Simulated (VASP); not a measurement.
Input of a VASP 6.6.1 run:

INCAR

```
PREC     = Accurate       # precision mode
ENCUT    = 500            # plane-wave cutoff, eV
EDIFF    = 1E-6           # SCF threshold, eV
ISMEAR   = -1             # smearing method
SIGMA    = 0.1            # smearing width, eV
LREAL    = F              # projectors in reciprocal space
LASPH    = T              # aspherical terms in the spheres
NELM     = 120            # most SCF steps
ALGO     = Normal         # electronic algorithm
ISIF     = 2              # what is computed and relaxed
LWAVE    = F              # write WAVECAR
LCHARG   = F              # write CHGCAR
GGA      = PE             # functional
NBANDS   = 20             # bands
GGA_COMPAT= F
```

Contents of KPOINTS:

```
regular mesh
0
Gamma
  15 15 7
```

The input POSCAR:

```
Nb
1.0
   -1.8888503385      1.8890666010      1.3622521103
    1.8890666010     -1.8888503385      1.3622521103
    3.4472745678      3.4472745678     -1.3618560250
Nb
2
Direct
    0.0000880706      0.9999119294      1.0000000000
    0.7499119294      0.2500880706      0.5000000000
```

Potentials or basis: VASP PAW PBE potentials, release 64 (Nb_sv).

Run with:

```bash
$ cat potpaw_PBE.64/Nb_sv/POTCAR > POTCAR
$ mpirun -np 1 vasp_std > vasp.out
```

What does it give for the largest force?

0.008 eV/Å.

Predict the band gap on the k mesh.

zero (bands 13 and 14 overlap by 2.76 eV).

Forces on the atoms (eV/Å):
```
Nb   0.006 -0.006  0.000
Nb  -0.006  0.006  0.000
```
